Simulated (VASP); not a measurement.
NaI, 4 atoms in the cell. The structure is hexagonal, space group P6_3/mmc (No. 194). Conventional cell: a = 4.661 Å, b = 4.661 Å, c = 7.523 Å, α = 90.00°, β = 90.00°, γ = 120.00°. Within 4.3 Å of Na (site symmetry -3m) lie 6 I at 3.28 Å and 2 Na at 3.76 Å. Within 4.3 Å of I (site symmetry -6m2) lie 6 Na at 3.28 Å.  This cell differs from its parent crystal: epitaxial xy strain +3.5%.

* Program: VASP 6.6.1
* Task: single point
* Functional: r2SCAN
* Potentials or basis: VASP PAW PBE potentials, release 64 (Na_pv, I)
* Cutoff: 550 eV
* k mesh: 6 × 6 × 4
* Occupations: gaussian, width 0.01 eV
* Spin: no spin polarisation
* Dipole correction: no
* Further INCAR settings: ALGO = Normal; EDIFF = 1e-06; NBANDS = 22

Potentials or basis: VASP PAW PBE potentials, release 64 (Na_pv, I).

Launch:

```sh
$ cat potpaw_PBE.64/Na_pv/POTCAR potpaw_PBE.64/I/POTCAR > POTCAR
$ cp INCAR.step1 INCAR
$ mpirun -np 1 vasp_std > vasp.out
$ cp INCAR.step2 INCAR
$ mpirun -np 1 vasp_std > vasp.out
```

Hardware: 1 thread of AMD EPYC 7R43 64-Core Processor (Zen 3), with other jobs on the host.

Problem. Estimate the wall time of this run.

Solution. Wall time 5.9 min on 1 thread of AMD EPYC 7R43 64-Core Processor (Zen 3), with other jobs on the host, peak memory 0.28 GiB. Counts: k points 21.
